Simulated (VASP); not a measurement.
# EuS (Fm-3m) in VASP: a series of runs

Runs on EuS. Level: PBE+D3(BJ)+U. Tasks: single point.

Program: VASP 6.6.1. These are calculated values, not measurements. Logs are shortened: lines on timing, memory, paths and dates and some standing lists are left out, and cuts for length are marked.

### 1 The cell of the first run

Symmetry: Fm-3m, No. 225, cubic system. The conventional cell has a = 5.952 Å, b = 5.952 Å, c = 5.952 Å, α = 90.00°, β = 90.00°, γ = 90.00°. Eu (site symmetry m-3m) has 6 S at 2.98 Å within 3.9 Å. S (site symmetry m-3m) has 6 Eu at 2.98 Å within 3.9 Å.

### 2 Single point, PBE+D3(BJ)+U, collinear spin, ferromagnetic start (26.35 Å³/atom)

File INCAR:

```
SYSTEM = EuS
ALGO     = Normal         ! electronic algorithm
EDIFF    = 1E-6           ! SCF threshold, eV
ENCUT    = 600            ! plane-wave cutoff, eV
GGA      = PE             ! functional
GGA_COMPAT= .FALSE.      
ISIF     = 2              ! what is computed and relaxed
ISMEAR   = 0              ! smearing method
ISPIN    = 2              ! spin polarisation
IVDW     = 12             ! dispersion correction
LASPH    = .TRUE.         ! aspherical terms in the spheres
LCHARG   = .TRUE.         ! write CHGCAR
LDAU     = .TRUE.         ! DFT+U
LDAUJ    = 0 0          
LDAUL    = 3 -1           ! shell
LDAUPRINT= 1            
LDAUTYPE = 2            
LDAUU    = 6 0            ! U, eV
LELF     = .TRUE.         ! ELF
LMAXMIX  = 6              ! l up to which the mixer works
LORBIT   = 11             ! projections on sites
LREAL    = .FALSE.        ! projectors in reciprocal space
LVHAR    = .TRUE.       
LWAVE    = .FALSE.        ! write WAVECAR
MAGMOM   = 7.55 -0.07     ! initial moments
NBANDS   = 22             ! bands
NELM     = 200            ! most SCF steps
PREC     = Accurate       ! precision mode
SIGMA    = 0.05           ! smearing width, eV
```

File KPOINTS:

```
k-points
0
G
  8 8 8
  0 0 0
```

File POSCAR:

```
EuS
1.0
    0.0000000000      2.9758720793      2.9758720793
    2.9758720793      0.0000000000      2.9758720793
    2.9758720793      2.9758720793      0.0000000000
Eu S
1 1
Direct
    0.5000000000      0.5000000000      0.5000000000
    0.0000000000      0.0000000000      0.0000000000
```

Potentials or basis: VASP PAW PBE potentials, release 64 (Eu, S).

Started as:

```
$ cat potpaw_PBE.64/Eu/POTCAR potpaw_PBE.64/S/POTCAR > POTCAR
$ mpirun -np 1 vasp_std > vasp.out
```

OUTCAR:

```text
SYSTEM = EuS
   EDIFF = 1E-6
   ENCUT = 600
   GGA = PE
   ISIF = 2
   ISMEAR = 0
   ISPIN = 2
   IVDW = 12
   LASPH = .TRUE.
   LORBIT = 11
   LREAL = .FALSE.
   NELM = 200
   PREC = Accurate
 IVDW          = 12

 ion  position               nearest neighbor table
   1  0.500  0.500  0.500-   2 2.98   2 2.98   2 2.98   2 2.98   2 2.98   2 2.98
   2  0.000  0.000  0.000-   1 2.98   1 2.98   1 2.98   1 2.98   1 2.98   1 2.98

  LATTYP: Found a face centered cubic cell.
 ALAT       =     5.9517441586

  Lattice vectors:

 A1 = (   0.0000000000,   2.9758720793,   2.9758720793)
 A2 = (   2.9758720793,   0.0000000000,   2.9758720793)
 A3 = (   2.9758720793,   2.9758720793,   0.0000000000)

Analysis of symmetry for initial positions (statically):
=====================================================================
 Subroutine PRICEL returns:
 Original cell was already a primitive cell.

 Routine SETGRP: Setting up the symmetry group for a
 face centered cubic supercell.

 Subroutine GETGRP returns: Found 48 space group operations
 (whereof 48 operations were pure point group operations)
 out of a pool of 48 trial point group operations.

The static configuration has the point symmetry O_h .

Analysis of symmetry for dynamics (positions and initial velocities):
=====================================================================
 Subroutine PRICEL returns:
 Original cell was already a primitive cell.

 Routine SETGRP: Setting up the symmetry group for a
 face centered cubic supercell.

 Subroutine GETGRP returns: Found 48 space group operations
 (whereof 48 operations were pure point group operations)
 out of a pool of 48 trial point group operations.

The dynamic configuration has the point symmetry O_h .

Analysis of structural, dynamic, and magnetic symmetry:
=====================================================================
 Subroutine PRICEL returns:
 Original cell was already a primitive cell.

 Routine SETGRP: Setting up the symmetry group for a
 face centered cubic supercell.

 Subroutine GETGRP returns: Found 48 space group operations
 (whereof 48 operations were pure point group operations)
 out of a pool of 48 trial point group operations.

The overall configuration has the point symmetry O_h .

 Subroutine INISYM returns: Found 48 space group operations
 (whereof 48 operations are pure point group operations),
 and found     1 'primitive' translations

----------------------------------------------------------------------------------------

                                     Primitive cell

  volume of cell :      52.7075

  direct lattice vectors                    reciprocal lattice vectors
     0.000000000  2.975872079  2.975872079    -0.168017975  0.168017975  0.168017975
     2.975872079  0.000000000  2.975872079     0.168017975 -0.168017975  0.168017975
     2.975872079  2.975872079  0.000000000     0.168017975  0.168017975 -0.168017975

  length of vectors
     4.208518654  4.208518654  4.208518654     0.291015669  0.291015669  0.291015669

  position of ions in fractional coordinates (direct lattice)
[... 116 lines left out ...]
  energy-cutoff  :      600.00
  volume of cell :       52.71
 maximum number of plane-waves:      1807
 NGX is ok and might be reduce to    36
   NGX = 17   NGY = 17   NGZ = 17

atom =   1  type =  1  l = 3

 onsite density matrix

spin component  1

  0.9747 -0.0000 -0.0010  0.0000 -0.0000 -0.0000  0.0000
 -0.0000  0.9754 -0.0000  0.0000 -0.0000  0.0000 -0.0000
 -0.0010 -0.0000  0.9752 -0.0000 -0.0000  0.0000 -0.0000
  0.0000  0.0000 -0.0000  0.9739 -0.0000  0.0000  0.0000
 -0.0000 -0.0000 -0.0000 -0.0000  0.9752 -0.0000  0.0010
 -0.0000  0.0000  0.0000  0.0000 -0.0000  0.9760  0.0000
  0.0000 -0.0000 -0.0000  0.0000  0.0010  0.0000  0.9747

spin component  2

  0.0019  0.0000  0.0009 -0.0000  0.0000  0.0000 -0.0000
  0.0000  0.0000  0.0000 -0.0000  0.0000 -0.0000  0.0000
  0.0009  0.0000  0.0014  0.0000  0.0000 -0.0000  0.0000
 -0.0000 -0.0000  0.0000  0.0025  0.0000 -0.0000 -0.0000
  0.0000  0.0000  0.0000  0.0000  0.0014  0.0000 -0.0009
  0.0000 -0.0000 -0.0000 -0.0000  0.0000  0.0007  0.0000
 -0.0000  0.0000  0.0000 -0.0000 -0.0009  0.0000  0.0019

 occupancies and eigenvectors

  o =  0.0000  v =  0.0000  0.0000  0.0000  0.0000  0.0000  0.0000  0.0000 -0.0000 -1.0000  0.0000 -0.0000  0.0000 -0.0000  0.0000      0.0000  0.0000  0.0000  0.0000  0.0000  0.0000  0.0000  0.0000  0.0000  0.0000  0.0000  0.0000  0.0000  0.0000
  o =  0.0007  v =  0.0000  0.0000  0.0000  0.0000  0.0000  0.0000  0.0000  0.6124 -0.0000 -0.7905  0.0000  0.0002 -0.0079  0.0001      0.0000  0.0000  0.0000  0.0000  0.0000  0.0000  0.0000  0.0000  0.0000  0.0000  0.0000  0.0000  0.0000  0.0000
  o =  0.0007  v =  0.0000  0.0000  0.0000  0.0000  0.0000  0.0000  0.0000  0.0048 -0.0000 -0.0062  0.0000 -0.0004  1.0000 -0.0003      0.0000  0.0000  0.0000  0.0000  0.0000  0.0000  0.0000  0.0000  0.0000  0.0000  0.0000  0.0000  0.0000  0.0000
  o =  0.0007  v =  0.0000  0.0000  0.0000  0.0000  0.0000  0.0000  0.0000 -0.0001  0.0000  0.0002  0.0000  0.7906  0.0006  0.6124      0.0000  0.0000  0.0000  0.0000  0.0000  0.0000  0.0000  0.0000  0.0000  0.0000  0.0000  0.0000  0.0000  0.0000
  o =  0.0025  v =  0.0000  0.0000  0.0000  0.0000  0.0000  0.0000  0.0000 -0.7906 -0.0000 -0.6124 -0.0002  0.0017  0.0000 -0.0022      0.0000  0.0000  0.0000  0.0000  0.0000  0.0000  0.0000  0.0000  0.0000  0.0000  0.0000  0.0000  0.0000  0.0000
  o =  0.0025  v =  0.0000  0.0000  0.0000  0.0000  0.0000  0.0000  0.0000  0.0022  0.0000  0.0017 -0.0010  0.6124 -0.0000 -0.7906      0.0000  0.0000  0.0000  0.0000  0.0000  0.0000  0.0000  0.0000  0.0000  0.0000  0.0000  0.0000  0.0000  0.0000
  o =  0.0025  v =  0.0000  0.0000  0.0000  0.0000  0.0000  0.0000  0.0000 -0.0002 -0.0000 -0.0001  1.0000  0.0006 -0.0000 -0.0008      0.0000  0.0000  0.0000  0.0000  0.0000  0.0000  0.0000  0.0000  0.0000  0.0000  0.0000  0.0000  0.0000  0.0000
  o =  0.9739  v =  0.0001 -0.0000  0.0000 -0.9875  0.0966  0.0000 -0.1247  0.0000  0.0000  0.0000  0.0000  0.0000  0.0000  0.0000      0.0000  0.0000  0.0000  0.0000  0.0000  0.0000  0.0000  0.0000  0.0000  0.0000  0.0000  0.0000  0.0000  0.0000
  o =  0.9739  v =  0.0076 -0.0000  0.0059  0.1578  0.6047  0.0000 -0.7806  0.0000  0.0000  0.0000  0.0000  0.0000  0.0000  0.0000      0.0000  0.0000  0.0000  0.0000  0.0000  0.0000  0.0000  0.0000  0.0000  0.0000  0.0000  0.0000  0.0000  0.0000
  o =  0.9739  v =  0.7905 -0.0000  0.6123 -0.0014 -0.0058 -0.0000  0.0075  0.0000  0.0000  0.0000  0.0000  0.0000  0.0000  0.0000      0.0000  0.0000  0.0000  0.0000  0.0000  0.0000  0.0000  0.0000  0.0000  0.0000  0.0000  0.0000  0.0000  0.0000
  o =  0.9754  v = -0.0000 -1.0000  0.0000 -0.0000  0.0000 -0.0000  0.0000  0.0000  0.0000  0.0000  0.0000  0.0000  0.0000  0.0000      0.0000  0.0000  0.0000  0.0000  0.0000  0.0000  0.0000  0.0000  0.0000  0.0000  0.0000  0.0000  0.0000  0.0000
  o =  0.9760  v =  0.0001  0.0000 -0.0002 -0.0000  0.7807  0.1573  0.6047  0.0000  0.0000  0.0000  0.0000  0.0000  0.0000  0.0000      0.0000  0.0000  0.0000  0.0000  0.0000  0.0000  0.0000  0.0000  0.0000  0.0000  0.0000  0.0000  0.0000  0.0000
  o =  0.9760  v =  0.6124 -0.0000 -0.7906  0.0000 -0.0005  0.0026 -0.0004  0.0000  0.0000  0.0000  0.0000  0.0000  0.0000  0.0000      0.0000  0.0000  0.0000  0.0000  0.0000  0.0000  0.0000  0.0000  0.0000  0.0000  0.0000  0.0000  0.0000  0.0000
  o =  0.9760  v =  0.0016  0.0000 -0.0021 -0.0000  0.1244 -0.9875  0.0963  0.0000  0.0000  0.0000  0.0000  0.0000  0.0000  0.0000      0.0000  0.0000  0.0000  0.0000  0.0000  0.0000  0.0000  0.0000  0.0000  0.0000  0.0000  0.0000  0.0000  0.0000

 number of electron      22.9999997 magnetization       7.0000237

 Free energy of the ion-electron system (eV)
  ---------------------------------------------------
  ext. energy  EPLUGINS =         0.00000000
  ---------------------------------------------------
  free energy    TOTEN  =       -19.14117041 eV

  energy without entropy =      -19.14117041  energy(sigma->0) =      -19.14117041

 E-fermi :   3.4563     XC(G=0):  -9.5673

 val. band max:        3.2546481733   @ k =   0.0000   0.0000   0.0000
 cond. band min:       3.6602991608   @ k =   0.5000   0.5000   0.0000
 fundamental gap:      0.4056509876
 Fermi energy:         3.4563135479

 spin component 1

 k-point     1 :       0.0000    0.0000    0.0000
  band No.  band energies     occupation
      1     -36.3747      1.00000
      2     -15.2570      1.00000
      3     -15.2570      1.00000
      4     -15.2570      1.00000
      5      -9.1522      1.00000
      6       1.2707      1.00000
[... 1193 lines left out ...]
     21      13.3477      0.00000
     22      13.5075      0.00000

 [... further k-points ...]

------------------------ aborting loop because EDIFF is reached ----------------------------------------

 Edisp (eV)   -0.66106

 E8    (eV) :    -0.3122

  FORCE on cell =-STRESS in cart. coord.  units (eV):
  Direction    XX          YY          ZZ          XY          YZ          ZX
  --------------------------------------------------------------------------------------
  -------------------------------------------------------------------------------------
  Total      -0.30241    -0.30241    -0.30241    -0.00000    -0.00000     0.00000
  in kB      -9.19251    -9.19251    -9.19251    -0.00000    -0.00000     0.00000
  external pressure =       -9.19 kB  Pullay stress =        0.00 kB

 VOLUME and BASIS-vectors are now :
 -----------------------------------------------------------------------------
  energy-cutoff  :      600.00
  volume of cell :       52.71
      direct lattice vectors                 reciprocal lattice vectors
     0.000000000  2.975872079  2.975872079    -0.168017975  0.168017975  0.168017975
     2.975872079  0.000000000  2.975872079     0.168017975 -0.168017975  0.168017975
     2.975872079  2.975872079  0.000000000     0.168017975  0.168017975 -0.168017975

 POSITION                                       TOTAL-FORCE (eV/Angst)
 -----------------------------------------------------------------------------------
      2.97587      2.97587      2.97587         0.000000     -0.000000      0.000000
      0.00000      0.00000      0.00000        -0.000000      0.000000     -0.000000
 -----------------------------------------------------------------------------------
    total drift:                                0.000000      0.000000      0.000000

  FREE ENERGIE OF THE ION-ELECTRON SYSTEM (eV)
  ---------------------------------------------------
  free  energy   TOTEN  =       -19.8022310261 eV

  energy  without entropy=      -19.8022310261  energy(sigma->0) =      -19.80223103

 total charge

# of ion       s       p       d       f       tot
--------------------------------------------------
    1        2.029   5.789   0.246   6.827  14.891
    2        1.317   2.452   0.000   0.000   3.769
--------------------------------------------------
tot          3.346   8.241   0.246   6.827  18.660

 magnetization (x)

# of ion       s       p       d       f       tot
--------------------------------------------------
    1       -0.016  -0.118   0.046   6.808   6.721
    2       -0.006  -0.056   0.000   0.000  -0.062
--------------------------------------------------
tot         -0.022  -0.174   0.046   6.808   6.658
```

Run time: 2.3 min. Hardware: 1 thread of Intel Xeon Platinum 8124M at 3.00GHz (Skylake/Cascade Lake), shared host; peak memory 0.3 GiB.

What came out:

* Free energy: -19.8022 eV
* Pressure: -0.9 GPa
* Band gap on the k mesh: 0.41 eV (least direct gap 0.68 eV)
* Net moment: 7.00 μB per cell
* Site moments: Eu +6.72; S -0.06 μB
* Valence electrons inside the program's atomic spheres: Eu 14.89; S 3.77
* Dispersion energy per atom: -0.331 eV

Eigenvalues of the final occupation matrices:
```tsv
site	spin	trace	eigenvalues
site 1 f	1	6.83	0.97 0.97 0.97 0.98 0.98 0.98 0.98
site 1 f	2	0.01	0.00 0.00 0.00 0.00 0.00 0.00 0.00
```

Caveat: three body term missing; spin-orbit coupling is left out, which moves the levels of the heavy elements; a cell with one magnetic atom can't hold antiferromagnetic order, which such compounds often take. The state reached can hang on the start; a lower one may exist.

### 3 Single point, PBE+D3(BJ)+U, collinear spin, ferromagnetic start

This run uses another cell than the first one, of 26.42 Å³/atom.

File INCAR:

```
SYSTEM = EuS
PREC = Accurate ; ENCUT = 600
EDIFF = 1E-6 ; ISMEAR = 0
SIGMA = 0.05 ; LREAL = .False.
LASPH = .True. ; NELM = 200
ALGO = Normal ; ISIF = 2
LWAVE = .False. ; LCHARG = .False.
ISPIN = 2 ; MAGMOM = 7.55 0
LORBIT = 11 ; LMAXMIX = 6
LDAU = .True. ; LDAUTYPE = 2
LDAUL = 3 -1 ; LDAUU = 6 0
LDAUJ = 0 0 ; LDAUPRINT = 1
GGA = PE ; IVDW = 12
NBANDS = 22 ; GGA_COMPAT = .False.
```

File KPOINTS:

```
regular mesh
0
Gamma
  8 8 8
  0 0 0
```

File POSCAR:

```
EuS
1.0
    0.0000000000      2.9785018670      2.9785018670
    2.9785018670      0.0000000000      2.9785018670
    2.9785018670      2.9785018670      0.0000000000
Eu S
1 1
Direct
    0.5000000000      0.5000000000      0.5000000000
    0.0000000000      0.0000000000      0.0000000000
```

Potentials or basis: VASP PAW PBE potentials, release 64 (Eu, S).

Started as:

```
$ cat potpaw_PBE.64/Eu/POTCAR potpaw_PBE.64/S/POTCAR > POTCAR
$ mpirun -np 1 vasp_std > vasp.out
```

It took 2.2 min on 1 thread of Intel Xeon Platinum 8124M at 3.00GHz (Skylake/Cascade Lake), shared host; peak memory 0.3 GiB.

The run converged. Its results:

- Free energy: -19.8014 eV
- Pressure: -1.0 GPa
- Band gap on the k mesh: 0.42 eV (least direct gap 0.69 eV)
- Net moment: 7.00 μB per cell
- Site moments: Eu +6.72; S -0.06 μB
- Valence electrons inside the program's atomic spheres: Eu 14.89; S 3.77
- Dispersion energy per atom: -0.330 eV

Levels at points of the mesh, in eV from the valence-band top:
Spin up:
```
           k point  band 13  band 14  band 15  band 16  band 17  band 18
(0.00, 0.00, 0.00)     0.00     0.00     0.00     2.04     2.35     2.35
(0.50, 0.00, 0.00)    -0.60    -0.58    -0.57     4.10     4.53     5.01
(0.50, 0.50, 0.00)    -0.59    -0.27    -0.27     0.42     4.40     4.46
```
Spin down:
| k point | band 6 | band 7 | band 8 | band 9 | band 10 | band 11 |
| --- | --- | --- | --- | --- | --- | --- |
| (0.00, 0.00, 0.00) | -1.49 | -1.49 | -1.49 | 2.49 | 3.00 | 3.00 |
| (0.50, 0.00, 0.00) | -4.08 | -2.67 | -2.67 | 4.25 | 5.21 | 5.99 |
| (0.50, 0.50, 0.00) | -2.65 | -1.86 | -1.86 | 0.94 | 5.07 | 5.25 |

Eigenvalues of the final occupation matrices:
| site | spin | trace | eigenvalues |
| --- | --- | --- | --- |
| site 1 f | 1 | 6.83 | 0.97 0.97 0.97 0.98 0.98 0.98 0.98 |
| site 1 f | 2 | 0.01 | 0.00 0.00 0.00 0.00 0.00 0.00 0.00 |

Caveat: three body term missing; spin-orbit coupling is left out, which moves the levels of the heavy elements; a cell with one magnetic atom can't hold antiferromagnetic order, which such compounds often take.

### 4 Single point, PBE+D3(BJ)+U, collinear spin, ferromagnetic start (26.87 Å³/atom)

This run uses another cell than the first one, of 26.87 Å³/atom.

File INCAR:

```
SYSTEM = EuS
PREC = Accurate
ENCUT = 600
EDIFF = 1E-6
ISMEAR = 0
SIGMA = 0.05
LREAL = .False.
LASPH = .True.
NELM = 200
ALGO = Normal
ISIF = 2
LWAVE = .False.
LCHARG = .True.
ISPIN = 2
MAGMOM = 7.56 -0.07
LORBIT = 11
LMAXMIX = 6
LDAU = .True.
LDAUTYPE = 2
LDAUL = 3 -1
LDAUU = 6 0
LDAUJ = 0 0
LDAUPRINT = 1
GGA = PE
IVDW = 12
LELF = .True.
LVHAR = .True.
NBANDS = 22
GGA_COMPAT = .False.
```

File KPOINTS:

```
Automatic mesh
0
Gamma
  8 8 8
  0 0 0
```

File POSCAR:

```
EuS
1.0
    0.0000000000      2.9951964654      2.9951964654
    2.9951964654      0.0000000000      2.9951964654
    2.9951964654      2.9951964654      0.0000000000
Eu S
1 1
Direct
    0.5000000000      0.5000000000      0.5000000000
    0.0000000000      0.0000000000      0.0000000000
```

Started as:

```
$ cat potpaw_PBE.64/Eu/POTCAR potpaw_PBE.64/S/POTCAR > POTCAR
$ mpirun -np 1 vasp_std > vasp.out
```

It took 2.2 min on 1 thread of Intel Xeon Platinum 8124M at 3.00GHz (Skylake/Cascade Lake), shared host; peak memory 0.3 GiB.

The run converged. Its results:

```
Free energy                                           : -19.7935 eV
Pressure                                              : -1.8 GPa
Band gap on the k mesh                                : 0.51 eV (least direct gap 0.78 eV)
Net moment                                            : 7.00 μB per cell
Site moments                                          : Eu +6.72; S -0.06 μB
Valence electrons inside the program's atomic spheres : Eu 14.88; S 3.76
Dispersion energy per atom                            : -0.324 eV
```

Levels at points of the mesh, in eV from the valence-band top:
Spin up:
| k point | band 12 | band 13 | band 14 | band 15 | band 16 | band 17 | band 18 | band 19 |
| --- | --- | --- | --- | --- | --- | --- | --- | --- |
| (0.00, 0.00, 0.00) | -0.56 | 0.00 | 0.00 | 0.00 | 2.00 | 2.41 | 2.41 | 2.41 |
| (0.50, 0.00, 0.00) | -0.59 | -0.59 | -0.56 | -0.55 | 4.10 | 4.52 | 5.00 | 5.00 |
| (0.50, 0.50, 0.00) | -0.60 | -0.58 | -0.27 | -0.27 | 0.51 | 4.42 | 4.42 | 5.81 |
Spin down:
```
           k point  band 6  band 7  band 8  band 9  band 10  band 11
(0.00, 0.00, 0.00)   -1.45   -1.45   -1.45    2.44     3.05     3.05
(0.50, 0.00, 0.00)   -3.99   -2.59   -2.59    4.26     5.20     5.98
(0.50, 0.50, 0.00)   -2.61   -1.81   -1.81    1.02     5.02     5.26
```

Eigenvalues of the final occupation matrices:
```csv
site,spin,trace,eigenvalues
site 1 f,1,6.83,0.97 0.97 0.97 0.98 0.98 0.98 0.98
site 1 f,2,0.01,0.00 0.00 0.00 0.00 0.00 0.00 0.00
```

Caveat: three body term missing; spin-orbit coupling is left out, which moves the levels of the heavy elements; a cell with one magnetic atom can't hold antiferromagnetic order, which such compounds often take. A k mesh can miss the band edges.

### 5 Overview

| cell | gap on the mesh (eV) | pressure (GPa) | moment (μB) |
| --- | --- | --- | --- |
| a = 4.209 Å, angles 60.0°, 2 atoms | 0.41 | -0.9 | 7.00 |
| a = 4.212 Å, angles 60.0°, 2 atoms | 0.42 | -1.0 | 7.00 |
| a = 4.236 Å, angles 60.0°, 2 atoms | 0.51 | -1.8 | 7.00 |

Alike in all rows: task single point; level PBE+D3(BJ)+U; potentials or basis VASP PAW PBE potentials, release 64 (Eu, S); spin collinear, ferromagnetic start; Eu f U = 6.0 eV; k mesh 8 × 8 × 8; cutoff (eV) 600; smearing gaussian 0.05 eV.

Caveats: three body term missing; spin-orbit coupling is left out, which moves the levels of the heavy elements; a cell with one magnetic atom can't hold antiferromagnetic order, which such compounds often take.

Absolute energies hang on the potentials; compare differences alone.
